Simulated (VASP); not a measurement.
# La (P6_3/mmc) in VASP: notebook

The runs below take La through single point, relaxation of cell and atoms, with r2SCAN.

Program: VASP 6.6.1. These are calculated values, not measurements. Logs are shortened: lines on timing, memory, paths and dates and some standing lists are left out, and cuts for length are marked.

## 1. The cell of the first run

It takes space group P6_3/mmc (No. 194, hexagonal). The conventional cell has a = 3.524 Å, b = 3.524 Å, c = 5.894 Å, α = 90.00°, β = 90.00°, γ = 120.00°. La (site symmetry -6m2) has 12 La at 3.52 to 3.58 Å within 4.6 Å.

## 2. Single point, r2SCAN

The input, POSCAR:

```
La
1.0
    3.5237638231      0.0000000000      0.0000000000
   -1.7618819115      3.0516689877      0.0000000000
    0.0000000000      0.0000000000      5.8939221097
La
2
Direct
    0.3333333333      0.6666666667      0.2500000000
    0.6666666667      0.3333333333      0.7500000000
```

The input, INCAR.step1:

```
SYSTEM = La
  ALGO = Normal
  EDIFF = 1E-4
  ENCUT = 520
  GGA = PE
  ISMEAR = -1
  LASPH = .TRUE.
  LCHARG = .FALSE.
  LREAL = .FALSE.
  LWAVE = .TRUE.
  NBANDS = 18
  NELM = 60
  PREC = Accurate
  SIGMA = 0.1
```

The input, INCAR.step2:

```
SYSTEM = La
  ALGO = Normal
  EDIFF = 1E-6
  ENCUT = 520
  ISIF = 2
  ISMEAR = -1
  ISTART = 1
  LASPH = .TRUE.
  LCHARG = .FALSE.
  LMIXTAU = .TRUE.
  LREAL = .FALSE.
  LWAVE = .FALSE.
  METAGGA = R2SCAN
  NBANDS = 18
  NELM = 60
  PREC = Accurate
  SIGMA = 0.1
```

The input, KPOINTS:

```
k-points
0
G
  7 7 4
  0 0 0
```

Potentials or basis: VASP PAW PBE potentials, release 64 (La).

Run with:

```sh
$ cat potpaw_PBE.64/La/POTCAR > POTCAR
$ cp INCAR.step1 INCAR
$ mpirun -np 1 vasp_std > vasp.out
$ cp INCAR.step2 INCAR
$ mpirun -np 1 vasp_std > vasp.out
```

OUTCAR:

```text
SYSTEM = La
   EDIFF = 1E-6
   ENCUT = 520
   ISIF = 2
   ISMEAR = -1
   ISTART = 1
   LASPH = .TRUE.
   LREAL = .FALSE.
   METAGGA = R2SCAN
   NELM = 60
   PREC = Accurate

 ion  position               nearest neighbor table
   1  0.333  0.667  0.250-   2 3.58   2 3.58   2 3.58   2 3.58   2 3.58   2 3.58
   2  0.667  0.333  0.750-   1 3.58   1 3.58   1 3.58   1 3.58   1 3.58   1 3.58

  LATTYP: Found a hexagonal cell.
 ALAT       =     3.5237638231
 C/A-ratio  =     1.6726212100

  Lattice vectors:

 A1 = (   3.5237638231,   0.0000000000,   0.0000000000)
 A2 = (  -1.7618819115,   3.0516689877,   0.0000000000)
 A3 = (   0.0000000000,   0.0000000000,   5.8939221097)

Analysis of symmetry for initial positions (statically):
=====================================================================
 Subroutine PRICEL returns:
 Original cell was already a primitive cell.

 Routine SETGRP: Setting up the symmetry group for a
 hexagonal supercell.

 Subroutine GETGRP returns: Found 24 space group operations
 (whereof 12 operations were pure point group operations)
 out of a pool of 24 trial point group operations.

The static configuration has the point symmetry D_3d.
 The point group associated with its full space group is D_6h.

Analysis of symmetry for dynamics (positions and initial velocities):
=====================================================================
 Subroutine PRICEL returns:
 Original cell was already a primitive cell.

 Routine SETGRP: Setting up the symmetry group for a
 hexagonal supercell.

 Subroutine GETGRP returns: Found 24 space group operations
 (whereof 12 operations were pure point group operations)
 out of a pool of 24 trial point group operations.

The dynamic configuration has the point symmetry D_3d.
 The point group associated with its full space group is D_6h.

 Subroutine INISYM returns: Found 24 space group operations
 (whereof 12 operations are pure point group operations),
 and found     1 'primitive' translations

----------------------------------------------------------------------------------------

                                     Primitive cell

  volume of cell :      63.3795

  direct lattice vectors                    reciprocal lattice vectors
     3.523763823  0.000000000  0.000000000     0.283787464  0.163844769  0.000000000
    -1.761881911  3.051668988  0.000000000     0.000000000  0.327689538  0.000000000
     0.000000000  0.000000000  5.893922110     0.000000000  0.000000000  0.169666307

  length of vectors
     3.523763823  3.523763823  5.893922110     0.327689538  0.327689538  0.169666307

[... 78 lines left out ...]
   NELM   =     60;   NELMIN=  2; NELMDL=  0     # of ELM steps
   EDIFF  = 0.1E-05   stopping-criterion for ELM
   LREAL  =      F    real-space projection
   EDIFFG = 0.1E-04   stopping-criterion for IOM
   NSW    =      0    number of steps for IOM
   IBRION =     -1    ionic relax: 0-MD 1-quasi-New 2-CG
   NFREE  =      0    steps in history (QN), initial steepest desc. (CG)
   ISIF   =      2    stress and relaxation
   ISYM   =      2    0-nonsym 1-usesym 2-fastsym
   POTIM  = 0.5000    time-step for ionic-motion
   TEBEG  =    0.0;   TEEND  =   0.0 temperature during run
   PSTRESS=    0.0 pullay stress
   NELECT =      22.0000    total number of electrons
   NUPDOWN=      -1.0000    fix difference up-down
   EMIN   =  10.00;   EMAX   =-10.00  energy-range for DOS
   EFERMI =   0.00;   METHOD = LEGACY
   ISMEAR =    -1;   SIGMA  =   0.10  broadening in eV -4-tet -1-fermi 0-gaus
   EFERMI_NEDOS =   21; number of points for ismear=-14 and -15
   IALGO  =     38    algorithm
   IMIX   =      4    mixing-type and parameters
     AMIX     =   0.40;   BMIX     =  1.00
     AMIX_MAG =   1.60;   BMIX_MAG =  1.00
  volume/ion in A,a.u.               =      31.69       213.85
  Fermi-wavevector in a.u.,A,eV,Ry     =   1.150534  2.174194 18.010425  1.323729
  Thomas-Fermi vector in A             =   2.287197
   LORBIT       =      0    0 simple, 1 ext, 2 COOP (PROOUT), +10 PAW based schemes
   METAGGA = R2SCAN    functional components
   LHFCALC =     F    Hartree Fock is set to
   AEXX    =    0.0000 exact exchange contribution
   IVDW    =     0    specifies the selected vdW correction
   LEPSILON=     F    determine dielectric tensor
   LRPA    =     F    only Hartree local field effects (RPA)
 non-spin polarized calculation
  energy-cutoff  :      520.00
  volume of cell :       63.38
 maximum number of plane-waves:      1737
 NGX is ok and might be reduce to    28
   NGX = 13   NGY = 13   NGZ = 21

 number of electron      22.0000002 magnetization

 Free energy of the ion-electron system (eV)
  ---------------------------------------------------
  ext. energy  EPLUGINS =         0.00000000
  ---------------------------------------------------
  free energy    TOTEN  =       -59.25894144 eV

  energy without entropy =      -59.12800121  energy(sigma->0) =      -59.19347132

 E-fermi :   9.5872     XC(G=0): -10.9470

 val. band max:        9.5445454339   @ k =   0.2857   0.2857   0.5000
 cond. band min:       9.5931842417   @ k =   0.2857   0.2857   0.2500
 fundamental gap:      0.0486388077
 Fermi energy:         9.5871547426

 k-point     1 :       0.0000    0.0000    0.0000
  band No.  band energies     occupation
      1     -24.3083      2.00000
      2     -23.9490      2.00000
      3      -8.5928      2.00000
      4      -6.6177      2.00000
      5      -6.6177      2.00000
      6      -6.4313      2.00000
[... 481 lines left out ...]
      5      -7.6418      2.00000
      6      -7.6418      2.00000
[... 10 lines left out ...]
     17      12.0849      0.00000
     18      12.0849      0.00000

------------------------ aborting loop because EDIFF is reached ----------------------------------------

  FORCE on cell =-STRESS in cart. coord.  units (eV):
  Direction    XX          YY          ZZ          XY          YZ          ZX
  --------------------------------------------------------------------------------------
  -------------------------------------------------------------------------------------
  Total        2.0558623      2.0558623      2.0166407      0.0000000      0.0000000      0.0000000
  in kB       51.9703913     51.9703913     50.9789044      0.0000000      0.0000000      0.0000000
  external PRESSURE =      51.6398957 kB  Pullay stress =       0.0000000 kB

 VOLUME and BASIS-vectors are now :
 -----------------------------------------------------------------------------
  energy-cutoff  :      520.00
  volume of cell :       63.38
      direct lattice vectors                 reciprocal lattice vectors
     3.523763823  0.000000000  0.000000000     0.283787464  0.163844769  0.000000000
    -1.761881911  3.051668988  0.000000000     0.000000000  0.327689538  0.000000000
     0.000000000  0.000000000  5.893922110     0.000000000  0.000000000  0.169666307

 POSITION                                       TOTAL-FORCE (eV/Angst)
 -----------------------------------------------------------------------------------
     -0.00000      2.03445      1.47348         0.000000      0.000000      0.000000
      1.76188      1.01722      4.42044        -0.000000      0.000000      0.000000
 -----------------------------------------------------------------------------------
    total drift:                                0.000000     -0.000000      0.000000

  FREE ENERGIE OF THE ION-ELECTRON SYSTEM (eV)
  ---------------------------------------------------
  free  energy   TOTEN  =       -59.2589414411 eV

  energy  without entropy=      -59.1280012065  energy(sigma->0) =      -59.19347132
```

OUTCAR.step1:

```text
SYSTEM = La
   EDIFF = 1E-4
   ENCUT = 520
   GGA = PE
   ISMEAR = -1
   LASPH = .TRUE.
   LREAL = .FALSE.
[... 724 lines left out ...]
     -0.00000      2.03445      1.47348         0.000000     -0.000000      0.000000
      1.76188      1.01722      4.42044        -0.000000      0.000000      0.000000
 -----------------------------------------------------------------------------------
    total drift:                                0.000000     -0.000000      0.000000

  FREE ENERGIE OF THE ION-ELECTRON SYSTEM (eV)
  ---------------------------------------------------
  free  energy   TOTEN  =        -9.5653759952 eV

  energy  without entropy=       -9.4321433944  energy(sigma->0) =       -9.49875969
```

Run time: 4.4 min. Hardware: 1 thread of Intel Xeon 8259CL, shared host; peak memory 0.21 GiB.

Results:

- Free energy: -59.2589 eV
- Pressure: 5.2 GPa
- Band gap on the k mesh: zero (bands 11 and 12 overlap by 1.80 eV)

Stress tensor (GPa, compression positive):
```
5.20 0.00 0.00
0.00 5.20 0.00
0.00 0.00 5.10
```

Caveat: the cell stands under pressure; the PAW data sets were made with another functional, which shifts forces and pressure a little; spin-orbit coupling is left out, which moves the levels of the heavy elements.

## 3. Single point, r2SCAN

This run uses another cell than the first one, of 38.29 Å³/atom.

The input, POSCAR:

```
La
1.0
    3.7921201024      0.0000000000      0.0000000000
   -1.8960600512      3.2840723429      0.0000000000
    0.0000000000      0.0000000000      6.1489908521
La
2
Direct
    0.3333333333      0.6666666667      0.2500000000
    0.6666666667      0.3333333333      0.7500000000
```

The input, INCAR.step1:

```
ALGO     = Normal         # electronic algorithm
EDIFF    = 1E-4           # SCF threshold, eV
ENCUT    = 520            # plane-wave cutoff, eV
GGA      = PE             # functional
ISMEAR   = -1             # smearing method
LASPH    = True           # aspherical terms in the spheres
LCHARG   = False          # write CHGCAR
LREAL    = False          # projectors in reciprocal space
LWAVE    = True           # write WAVECAR
NBANDS   = 18             # bands
NELM     = 60             # most SCF steps
PREC     = Accurate       # precision mode
SIGMA    = 0.1            # smearing width, eV
```

The input, INCAR.step2:

```
ALGO     = Normal         # electronic algorithm
EDIFF    = 1E-6           # SCF threshold, eV
ENCUT    = 520            # plane-wave cutoff, eV
ISIF     = 2              # what is computed and relaxed
ISMEAR   = -1             # smearing method
ISTART   = 1            
LASPH    = True           # aspherical terms in the spheres
LCHARG   = False          # write CHGCAR
LMIXTAU  = True         
LREAL    = False          # projectors in reciprocal space
LWAVE    = False          # write WAVECAR
METAGGA  = R2SCAN         # meta-GGA
NBANDS   = 18             # bands
NELM     = 60             # most SCF steps
PREC     = Accurate       # precision mode
SIGMA    = 0.1            # smearing width, eV
```

The input, KPOINTS:

```
k-points
0
Gamma
  7 7 4
```

Potentials or basis: VASP PAW PBE potentials, release 64 (La).

Run with:

```sh
$ cat potpaw_PBE.64/La/POTCAR > POTCAR
$ cp INCAR.step1 INCAR
$ mpirun -np 1 vasp_std > vasp.out
$ cp INCAR.step2 INCAR
$ mpirun -np 1 vasp_std > vasp.out
```

Wall time 4.6 min (1 thread of Intel Xeon 8259CL, shared host); peak memory 0.22 GiB.

The run converged. Its results:

* Free energy: -59.4656 eV
* Pressure: 0.1 GPa
* Band gap on the k mesh: zero (bands 11 and 12 overlap by 1.59 eV)

Stress tensor (GPa, compression positive):
```
0.10 0.00 0.00
0.00 0.10 0.00
0.00 0.00 0.02
```

Levels at points of the mesh, in eV from the Fermi level:
```
           k point  band 9  band 10  band 11  band 12  band 13  band 14
(0.00, 0.00, 0.00)   -3.32    -1.76     1.32     1.48     1.48     1.80
(0.00, 0.00, 0.50)   -1.95    -1.95     0.63     0.63     1.54     1.54
```

Caveat: the PAW data sets were made with another functional, which shifts forces and pressure a little; spin-orbit coupling is left out, which moves the levels of the heavy elements.

## 4. Relaxation of cell and atoms, r2SCAN

This run uses another cell than the first one, of 36.96 Å³/atom.

The input, POSCAR:

```
La
1.0
    3.7500000000      0.0000000000      0.0000000000
   -1.8750000000      3.2475952600      0.0000000000
    0.0000000000      0.0000000000      6.0700000000
La
2
Direct
    0.3333333300      0.6666666700      0.2500000000
    0.6666666700      0.3333333300      0.7500000000
```

The input, INCAR.step1:

```
PREC = Accurate
ENCUT = 600
ISMEAR = -1
SIGMA = 0.1
LREAL = False
LASPH = True
NELM = 60
GGA = PE
ALGO = Normal
EDIFF = 1E-4
LWAVE = True
LCHARG = False
```

The input, INCAR.step2:

```
PREC = Accurate
ENCUT = 600
EDIFF = 1E-6
ISMEAR = -1
SIGMA = 0.1
LREAL = False
LASPH = True
NELM = 60
ALGO = Normal
ISIF = 3
LWAVE = False
LCHARG = False
METAGGA = R2SCAN
LMIXTAU = True
IBRION = 2
NSW = 80
EDIFFG = -0.03
ISTART = 1
```

The input, KPOINTS:

```
Automatic mesh
0
Gamma
  7 7 4
```

Run with:

```sh
$ cat potpaw_PBE.64/La/POTCAR > POTCAR
$ cp INCAR.step1 INCAR
$ mpirun -np 1 vasp_std > vasp.out
$ cp INCAR.step2 INCAR
$ mpirun -np 1 vasp_std > vasp.out
```

Run time: 11 min. Hardware: 1 thread of Intel Xeon 8259CL, shared host; peak memory 0.24 GiB.

The run converged. Its results:

```
Free energy                           : -59.4665 eV
Relaxed volume                        : 38.43 Å³/atom
Relaxed cell                          : a = 3.797 Å, b = 3.797 Å, c = 6.155 Å, α = 90.00°, β = 90.00°, γ = 120.00°
Space group after relaxing (to 0.1 Å) : P6_3/mmc (No. 194)
Energy gained by relaxing             : 4.3 meV/atom
Ionic steps                           : 3
Pressure after relaxing               : 0.0 GPa
Band gap on the k mesh                : zero (bands 11 and 12 overlap by 1.59 eV)
```

Stress tensor (GPa, compression positive):
```
 0.03  0.00  0.00
 0.00  0.03  0.00
 0.00  0.00 -0.06
```

Step by step:
| step | energy change (eV) | largest force (eV/Å) | pressure (GPa) | volume (Å³) |
| --- | --- | --- | --- | --- |
| 1 | 0.0000 | 0.0000 | 0.95 | 73.92 |
| 2 | -0.0082 | 0.0000 | 0.17 | 76.30 |
| 3 | -0.0085 | 0.0000 | 0.00 | 76.85 |

Final structure:
```cif
data_structure
_symmetry_space_group_name_H-M 'P 1'
_symmetry_Int_Tables_number 1
_cell_length_a 3.7970
_cell_length_b 3.7970
_cell_length_c 6.1551
_cell_angle_alpha 90.000
_cell_angle_beta 90.000
_cell_angle_gamma 120.000
_cell_volume 76.85
loop_
_atom_site_label
_atom_site_type_symbol
_atom_site_fract_x
_atom_site_fract_y
_atom_site_fract_z
_atom_site_occupancy
La1 La 0.33333 0.66667 0.25000 1
La2 La 0.66667 0.33333 0.75000 1
```

Levels at points of the mesh, in eV from the Fermi level:
| k point | band 8 | band 9 | band 10 | band 11 | band 12 | band 13 | band 14 | band 15 |
| --- | --- | --- | --- | --- | --- | --- | --- | --- |
| (0.00, 0.00, 0.00) | -16.64 | -3.33 | -1.76 | 1.32 | 1.48 | 1.48 | 1.79 | 1.82 |
| (0.00, 0.00, 0.50) | -16.75 | -1.96 | -1.96 | 0.63 | 0.63 | 1.54 | 1.54 | 1.54 |

Caveat: the PAW data sets were made with another functional, which shifts forces and pressure a little; spin-orbit coupling is left out, which moves the levels of the heavy elements.

## 5. Relaxation of cell and atoms, r2SCAN, target pressure 5 GPa, at which the enthalpy is minimised

This run uses another cell than the first one, of 36.96 Å³/atom.

POSCAR is that of step 4.

The input, INCAR.step1:

```
  PREC = Accurate
  ENCUT = 600
  ISMEAR = -1
  SIGMA = 0.1
  LREAL = False
  LASPH = True
  NELM = 60
  GGA = PE
  ALGO = Normal
  EDIFF = 1E-4
  LWAVE = True
  LCHARG = False
```

The input, INCAR.step2:

```
  PREC = Accurate
  ENCUT = 600
  EDIFF = 1E-6
  ISMEAR = -1
  SIGMA = 0.1
  LREAL = False
  LASPH = True
  NELM = 60
  ALGO = Normal
  ISIF = 3
  LWAVE = False
  LCHARG = False
  METAGGA = R2SCAN
  LMIXTAU = True
  IBRION = 2
  NSW = 80
  EDIFFG = -0.03
  PSTRESS = 50.0
  ISTART = 1
```

The input, KPOINTS:

```
regular mesh
0
Gamma
  7 7 4
```

Run with:

```sh
$ cat potpaw_PBE.64/La/POTCAR > POTCAR
$ cp INCAR.step1 INCAR
$ mpirun -np 1 vasp_std > vasp.out
$ cp INCAR.step2 INCAR
$ mpirun -np 1 vasp_std > vasp.out
```

Run time: 25 min. Hardware: 1 thread of Intel Xeon 8259CL, shared host; peak memory 0.24 GiB.

Results (log left out):

```yaml
Free_energy: -59.2744 eV
Relaxed_volume: 31.89 Å³/atom
Relaxed_cell: a = 3.536 Å, b = 3.536 Å, c = 5.891 Å, α = 90.00°, β = 90.00°, γ = 120.00°
Space_group_after_relaxing_to_0.1_Å: P6_3/mmc (No. 194)
Energy_change_on_relaxing_the_run_minimises_the_enthalpy: +91.8 meV/atom
Ionic_steps: 8
Pressure_after_relaxing: 5.0 GPa
Band_gap_on_the_k_mesh: zero (bands 11 and 12 overlap by 1.80 eV)
```

The path:
```tsv
step	energy change (eV)	largest force (eV/Å)	pressure (GPa)	volume (Å³)
1	0.0000	0.0000	0.95	73.92
2	0.1679	0.0000	4.82	64.38
3	0.1803	0.0000	5.08	63.98
4	0.1743	0.0000	4.98	64.17
5	0.1744	0.0000	4.96	64.13
6	0.1765	0.0000	4.71	64.01
7	0.2008	0.0000	5.24	63.25
8	0.1836	0.0000	4.98	63.78
```

Final structure:
```
La
1.0
     3.53562    0.00000    0.00000
    -1.76781    3.06194    0.00000
     0.00000    0.00000    5.89142
La
2
Direct
  0.33333 0.66667 0.25000
  0.66667 0.33333 0.75000
```

Levels at points of the mesh, in eV from the Fermi level:
```
           k point  band 8  band 9  band 10  band 11  band 12  band 13  band 14  band 15
(0.00, 0.00, 0.00)  -15.99   -3.04    -1.90     1.20     1.64     1.64     1.97     2.07
(0.00, 0.00, 0.50)  -16.11   -1.64    -1.64     0.76     0.76     1.73     1.73     1.73
```

Caveat: the cell is relaxed towards a set pressure, so the run minimises the enthalpy, not the energy; the PAW data sets were made with another functional, which shifts forces and pressure a little; spin-orbit coupling is left out, which moves the levels of the heavy elements.

## 6. Summary

| task | cell | cutoff (eV) | gap on the mesh (eV) | pressure (GPa) |
| --- | --- | --- | --- | --- |
| single point | a = 3.524, b = 3.524, c = 5.894 Å, angles 90.0, 90.0, 120.0°, 2 atoms | 520 | none | 5.2 |
| single point | a = 3.792, b = 3.792, c = 6.149 Å, angles 90.0, 90.0, 120.0°, 2 atoms | 520 | none | 0.1 |
| relaxation of cell and atoms | relaxed from a = 3.750, b = 3.750, c = 6.070 Å, angles 90.0, 90.0, 120.0°, 2 atoms | 600 | none | 0.0 |
| relaxation of cell and atoms | relaxed to 5 GPa from a = 3.750, b = 3.750, c = 6.070 Å, angles 90.0, 90.0, 120.0°, 2 atoms | 600 | none | 5.0 |

Alike in all rows: level r2SCAN; potentials or basis VASP PAW PBE potentials, release 64 (La); no spin polarisation; k mesh 7 × 7 × 4; smearing fermi-dirac 0.1 eV.

Caveats: the PAW data sets were made with another functional, which shifts forces and pressure a little; spin-orbit coupling is left out, which moves the levels of the heavy elements; the cell stands under pressure (at least some runs); the cell is relaxed towards a set pressure, so the run minimises the enthalpy, not the energy (at least some runs).

Total energies depend on the potentials used, so only differences within one code and one set of settings carry meaning.
